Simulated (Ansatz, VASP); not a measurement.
NaCl in VASP and in Ansatz

```xyz
2
Lattice="3.5050 0.0000 0.0000 0.0000 3.5050 0.0000 0.0000 0.0000 3.5050" Properties=species:S:1:pos:R:3 pbc="T T T"
Na    0.0000    0.0000    0.0000
Cl    1.7525    1.7525    1.7525
```

Alike in both runs: task single point; functional PBE; k mesh 6 × 6 × 6; occupations gaussian, width 0.05 eV; no spin polarisation.

```csv
,VASP,Ansatz
version,VASP 6.6.1,Ansatz 0.2.0
potentials or method,"VASP PAW PBE potentials, release 64 (Na_pv, Cl), cutoff 520 eV","scalar-relativistic, plane waves, PAW"
valence electrons in the cell,14,16
```

```tsv
	VASP	Ansatz	Ansatz less VASP
gap on the k mesh at the Fermi level (eV)	3.97	3.97	0.000
least direct gap on the mesh (eV)	4.46	4.46	0.000
pressure (GPa)	0.0	0.0	+0.05
```

The functional is the same, so the differences come from potentials, cutoffs and numerics. VASP's potentials hold 14 valence electrons a cell and Ansatz's 16, so a difference there can come from the potentials and not from the codes.
